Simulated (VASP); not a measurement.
Here is a VASP 6.6.1 calculation.

INCAR

```
  PREC = Accurate
  ENCUT = 520
  EDIFF = 1E-8
  ISMEAR = -1
  SIGMA = 0.02
  LREAL = F
  LASPH = T
  NELM = 80
  ALGO = Normal
  ISIF = 2
  LWAVE = F
  LCHARG = F
  GGA = PE
  LEFG = T
  NBANDS = 56
```

Contents of KPOINTS:

```
regular mesh
0
Gamma
  4 4 4
```

Contents of POSCAR:

```
HfO2
1.0
    5.0836499717      0.0000000000      0.0000000000
    0.0000000000      5.1508955956      0.0000000000
   -0.8529000468      0.0000000000      5.1788736893
Hf O
4 8
Direct
    0.2767007924      0.0418823965      0.2081292278
    0.7232992076      0.5418823965      0.2918707722
    0.7232992076      0.9581176035      0.7918707722
    0.2767007924      0.4581176035      0.7081292278
    0.4465502658      0.7583828167      0.4802714331
    0.5534497342      0.2583828167      0.0197285669
    0.5534497342      0.2416171833      0.5197285669
    0.4465502658      0.7416171833      0.9802714331
    0.0726418157      0.3392507188      0.3389490721
    0.9273581843      0.8392507188      0.1610509279
    0.9273581843      0.6607492812      0.6610509279
    0.0726418157      0.1607492812      0.8389490721
```

Potentials or basis: VASP PAW PBE potentials, release 64 (Hf_pv, O).

The run is started by

```bash
$ cat potpaw_PBE.64/Hf_pv/POTCAR potpaw_PBE.64/O/POTCAR > POTCAR
$ mpirun -np 1 vasp_std > vasp.out
```

Q: Estimate the largest force.

A: 0.072 eV/Å.

Q: Predict the pressure.

A: 6.9 GPa.

Stress tensor (GPa, compression positive):
```
 6.62  0.00 -0.05
 0.00  7.65  0.00
-0.05  0.00  6.57
```

Caveat: the cell stands under pressure; without QUAD_EFG the Cq values of the log hold for a quadrupole moment of 1 mb, not for the nuclei.
